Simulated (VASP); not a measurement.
# HfO2 (Fm-3m) in VASP: a series of runs, part 2 of 2

VASP 6.6.1. The steps go on from the part before.

**3. Single point, r2SCAN+rVV10**

This run uses another cell than the first one, of 10.71 Å³/atom, 0.906 times its volume.

POSCAR reads:

```
HfO2
1.0
    0.0000000000      2.5234212059      2.5234212059
    2.5234212059      0.0000000000      2.5234212059
    2.5234212059      2.5234212059      0.0000000000
Hf O
1 2
Direct
    0.0000000000      0.0000000000      0.0000000000
    0.7500000000      0.7500000000      0.7500000000
    0.2500000000      0.2500000000      0.2500000000
```

INCAR.step1 reads:

```
ALGO = Normal
EDIFF = 1E-4
ENCUT = 520
GGA = PE
ISMEAR = -1
LASPH = T
LCHARG = F
LREAL = F
LWAVE = T
NBANDS = 18
NELM = 60
PREC = Accurate
SIGMA = 0.05
```

INCAR.step2 reads:

```
ALGO = Normal
BPARAM = 11.95
CPARAM = 0.0093
EDIFF = 1E-6
ENCUT = 520
ISIF = 2
ISMEAR = -1
ISTART = 1
IVDW_NL = 2
LASPH = T
LCHARG = F
LMIXTAU = T
LREAL = F
LUSE_VDW = T
LWAVE = F
METAGGA = R2SCAN
NBANDS = 18
NELM = 60
PREC = Accurate
SIGMA = 0.05
```

KPOINTS reads:

```
k-points
0
Gamma
  9 9 9
```

Potentials or basis: VASP PAW PBE potentials, release 64 (Hf_pv, O).

Command:

```bash
> cat potpaw_PBE.64/Hf_pv/POTCAR potpaw_PBE.64/O/POTCAR > POTCAR
> cp INCAR.step1 INCAR
> mpirun -np 1 vasp_std > vasp.out
> cp INCAR.step2 INCAR
> mpirun -np 1 vasp_std > vasp.out
```

OUTCAR:

```text
BPARAM = 11.95
   EDIFF = 1E-6
   ENCUT = 520
   ISIF = 2
   ISMEAR = -1
   ISTART = 1
   IVDW_NL = 2
   LASPH = T
   LREAL = F
   METAGGA = R2SCAN
   NELM = 60
   PREC = Accurate

 ion  position               nearest neighbor table
   1  0.000  0.000  0.000-   2 2.19   2 2.19   2 2.19   2 2.19   3 2.19   3 2.19   3 2.19   3 2.19

   2  0.750  0.750  0.750-   1 2.19   1 2.19   1 2.19   1 2.19
   3  0.250  0.250  0.250-   1 2.19   1 2.19   1 2.19   1 2.19

  LATTYP: Found a face centered cubic cell.
 ALAT       =     5.0468424118

  Lattice vectors:

 A1 = (   0.0000000000,   2.5234212059,   2.5234212059)
 A2 = (   2.5234212059,   0.0000000000,   2.5234212059)
 A3 = (   2.5234212059,   2.5234212059,   0.0000000000)

Analysis of symmetry for initial positions (statically):
=====================================================================
 Subroutine PRICEL returns:
 Original cell was already a primitive cell.

 Routine SETGRP: Setting up the symmetry group for a
 face centered cubic supercell.
[... 161 lines left out ...]

 Free energy of the ion-electron system (eV)
  ---------------------------------------------------
  ext. energy  EPLUGINS =         0.00000000
  ---------------------------------------------------
  free energy    TOTEN  =       -68.06973271 eV

  energy without entropy =      -68.06973271  energy(sigma->0) =      -68.06973271

 E-fermi :   5.0161     XC(G=0): -12.7155

 val. band max:        3.9619530187   @ k =  -0.4444   0.4444   0.0000
 cond. band min:       8.3774328488   @ k =   0.4444   0.4444   0.0000
 fundamental gap:      4.4154798301
 Fermi energy:         5.0161281812

 k-point     1 :       0.0000    0.0000    0.0000
  band No.  band energies     occupation
      1     -26.5487      2.00000
      2     -26.5487      2.00000
      3     -26.5487      2.00000
      4     -15.8054      2.00000
      5     -12.7259      2.00000
      6      -1.5177      2.00000
[... 481 lines left out ...]
      5     -13.6623      2.00000
      6      -2.4871      2.00000
[... 10 lines left out ...]
     17      16.7771      0.00000
     18      16.8917      0.00000

 [... further k-points ...]
[... 5 lines left out ...]
  --------------------------------------------------------------------------------------
  -------------------------------------------------------------------------------------
  Total       -0.7195472     -0.7195472     -0.7195472      0.0000000     -0.0000000     -0.0000000
  in kB      -35.8732438    -35.8732438    -35.8732438      0.0000000     -0.0000000     -0.0000000
  external PRESSURE =     -35.8732438 kB  Pullay stress =       0.0000000 kB

 VOLUME and BASIS-vectors are now :
 -----------------------------------------------------------------------------
  energy-cutoff  :      520.00
  volume of cell :       32.14
      direct lattice vectors                 reciprocal lattice vectors
     0.000000000  2.523421206  2.523421206    -0.198143694  0.198143694  0.198143694
     2.523421206  0.000000000  2.523421206     0.198143694 -0.198143694  0.198143694
     2.523421206  2.523421206  0.000000000     0.198143694  0.198143694 -0.198143694

 POSITION                                       TOTAL-FORCE (eV/Angst)
 -----------------------------------------------------------------------------------
      0.00000      0.00000      0.00000        -0.000000     -0.000000      0.000000
      3.78513      3.78513      3.78513         0.000000      0.000000      0.000000
      1.26171      1.26171      1.26171        -0.000000     -0.000000     -0.000000
 -----------------------------------------------------------------------------------
    total drift:                                0.000000      0.000000      0.000000

  FREE ENERGIE OF THE ION-ELECTRON SYSTEM (eV)
  ---------------------------------------------------
  free  energy   TOTEN  =       -68.0697327145 eV

  energy  without entropy=      -68.0697327145  energy(sigma->0) =      -68.06973271
```

OUTCAR.step1:

```text
EDIFF = 1E-4
   ENCUT = 520
   GGA = PE
   ISMEAR = -1
   LASPH = T
[... 728 lines left out ...]
      0.00000      0.00000      0.00000         0.000000      0.000000     -0.000000
      3.78513      3.78513      3.78513        -0.000000     -0.000000      0.000000
      1.26171      1.26171      1.26171         0.000000      0.000000      0.000000
 -----------------------------------------------------------------------------------
    total drift:                                0.000000      0.000000      0.000000

  FREE ENERGIE OF THE ION-ELECTRON SYSTEM (eV)
  ---------------------------------------------------
  free  energy   TOTEN  =       -30.2415500175 eV

  energy  without entropy=      -30.2415500175  energy(sigma->0) =      -30.24155002
```

Wall time 3.7 min (1 thread of AMD EPYC, shared host); peak memory 0.24 GiB.

Results:

```yaml
Free_energy: -68.0697 eV
Pressure: -3.6 GPa
Band_gap_on_the_k_mesh: 4.42 eV, indirect (least direct gap 4.53 eV)
```

Caveat: the PAW data sets were made with another functional, which shifts forces and pressure a little; spin-orbit coupling is left out, which moves the levels of the heavy elements. r2SCAN opens gaps a little over a GGA but as a rule still falls short of measured ones.

**4. Relaxation of cell and atoms, revPBE+D3(BJ)**

This run uses another cell than the first one, of 11.15 Å³/atom, 0.943 times its volume.

INCAR reads:

```
  PREC = Accurate
  ENCUT = 600
  EDIFF = 1E-6
  ISMEAR = -1
  SIGMA = 0.05
  LREAL = False
  LASPH = True
  NELM = 60
  ALGO = Normal
  ISIF = 3
  LWAVE = False
  LCHARG = False
  GGA = RE
  IVDW = 12
  IBRION = 2
  NSW = 60
  EDIFFG = -0.01
```

KPOINTS reads:

```
Automatic mesh
0
Gamma
  9 9 9
```

POSCAR reads:

```
HfO2
1.0
    0.0000000000      2.5575000000      2.5575000000
    2.5575000000      0.0000000000      2.5575000000
    2.5575000000      2.5575000000      0.0000000000
Hf O
1 2
Direct
    0.0000000000      0.0000000000      0.0000000000
    0.7500000000      0.7500000000      0.7500000000
    0.2500000000      0.2500000000      0.2500000000
```

Command:

```bash
> cat potpaw_PBE.64/Hf_pv/POTCAR potpaw_PBE.64/O/POTCAR > POTCAR
> mpirun -np 1 vasp_std > vasp.out
```

Run time: 2.2 min. Hardware: 1 thread of AMD EPYC, shared host; peak memory 0.16 GiB.

The run converged. Its results:

- Free energy: -30.4476 eV
- Relaxed volume: 10.72 Å³/atom
- Relaxed cell: a = 3.569 Å, b = 3.569 Å, c = 3.569 Å, α = 60.00°, β = 60.00°, γ = 60.00°
- Space group after relaxing (to 0.05 Å): Fm-3m (No. 225)
- Energy gained by relaxing: 13.5 meV/atom
- Ionic steps: 3
- Pressure after relaxing: -0.1 GPa
- Band gap on the k mesh: 4.02 eV, indirect (least direct gap 4.15 eV)
- Dispersion energy per atom: -0.456 eV

The path:
| step | energy change (eV) | largest force (eV/Å) | pressure (GPa) | volume (Å³) |
| --- | --- | --- | --- | --- |
| 1 | 0.0000 | 0.0000 | -9.48 | 33.46 |
| 2 | 0.0466 | 0.0000 | 16.56 | 30.36 |
| 3 | -0.0405 | 0.0000 | -0.06 | 32.16 |

Final structure:
```
CELL_PARAMETERS angstrom
0.00000 2.52391 2.52391
2.52391 0.00000 2.52391
2.52391 2.52391 0.00000
ATOMIC_POSITIONS crystal
Hf 0.00000 0.00000 0.00000
O 0.75000 0.75000 0.75000
O 0.25000 0.25000 0.25000
```

Levels at points of the mesh, in eV from the valence-band top:
```csv
k point,band 7,band 8,band 9,band 10,band 11,band 12,band 13,band 14,band 15
"(0.00, 0.00, 0.00)",-5.36,-5.36,-0.56,-0.56,-0.56,4.02,4.02,6.11,10.65
```

Caveat: the PAW data sets were made with another functional, which shifts forces and pressure a little; spin-orbit coupling is left out, which moves the levels of the heavy elements.

**5. Summary**

| task | level | cell | cutoff (eV) | gap on the mesh (eV) | pressure (GPa) |
| --- | --- | --- | --- | --- | --- |
| single point | PBE+D4 | a = 3.688 Å, angles 60.0°, 3 atoms | 520 | 3.66 | -20.3 |
| single point | r2SCAN+rVV10 | a = 3.569 Å, angles 60.0°, 3 atoms | 520 | 4.42 | -3.6 |
| relaxation of cell and atoms | revPBE+D3(BJ) | relaxed from a = 3.617 Å, angles 60.0°, 3 atoms | 600 | 4.02 | -0.1 |

Alike in all rows: potentials or basis VASP PAW PBE potentials, release 64 (Hf_pv, O); no spin polarisation; k mesh 9 × 9 × 9; smearing fermi-dirac 0.05 eV.

Caveats: spin-orbit coupling is left out, which moves the levels of the heavy elements; the PAW data sets were made with another functional, which shifts forces and pressure a little (some runs).

Absolute energies hang on the potentials; compare differences alone.
